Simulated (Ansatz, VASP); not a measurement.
MgO: VASP beside Ansatz

```xyz
2
Lattice="0.0210 2.1232 2.1232 2.1232 0.0210 2.1232 2.1232 2.1232 0.0210" Properties=species:S:1:pos:R:3 pbc="T T T"
Mg    0.0000    0.0000    0.0000
O     2.1337    2.1337    2.1337
```

Change from the starting cell: shear_111 strain +1.5%.

Alike in both runs: task single point; functional r2SCAN; k mesh 10 × 10 × 10; no spin polarisation.

```csv
,VASP,Ansatz
version,VASP 6.6.1,Ansatz 0.2.0
potentials or method,"VASP PAW PBE potentials, release 64 (Mg_sv, O)","plane waves, PAW"
plane-wave cutoff (eV),660,500
occupations,"gaussian, width 0.01 eV",fixed
valence electrons in the cell,16,16
```

```tsv
	VASP	Ansatz	Ansatz less VASP
gap on the k mesh at the Fermi level (eV)	5.52	5.49	-0.028
pressure (GPa)	-2.5	-2.4	+0.14
traceless stress, the component that is largest in VASP (GPa)	-1.56	-1.56	+0.001
```

VASP's potentials were made for PBE, not for r2SCAN.
